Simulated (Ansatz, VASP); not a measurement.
One calculation of AlO2, two programs

```
Al O
1.0
     4.33854    0.00000    0.00000
     0.00000    4.33854    0.00000
     0.00000    0.00000    3.52602
Al O
2 4
Direct
  0.00000 0.00000 0.50000
  0.50000 0.50000 0.00000
  0.75000 0.25000 0.25000
  0.25000 0.75000 0.25000
  0.25000 0.25000 0.75000
  0.75000 0.75000 0.75000
```

Alike in both runs: functional PBE; k mesh 4 × 4 × 6; occupations gaussian, width 0.1 eV; no spin polarisation.

Ansatz relaxed the structure, and its values are those at the end. VASP's run is a single point on that final structure, the one shown.

```csv
,VASP,Ansatz
version,VASP 6.6.1,Ansatz 0.2.0
potentials or method,"VASP PAW PBE potentials, release 64 (Al, O), cutoff 520 eV","scalar-relativistic, plane waves, PAW"
valence electrons in the cell,30,30
```

```csv
,VASP,Ansatz,Ansatz less VASP
gap on the k mesh at the Fermi level (eV),none,none,-
pressure (GPa),-0.1,0.0,+0.19
```

A gap of «none» marks a metal or a gap that the smearing closes. The functional is the same, so the differences come from potentials, cutoffs and numerics.

The k mesh is coarse, so the values compare programs but aren't converged.
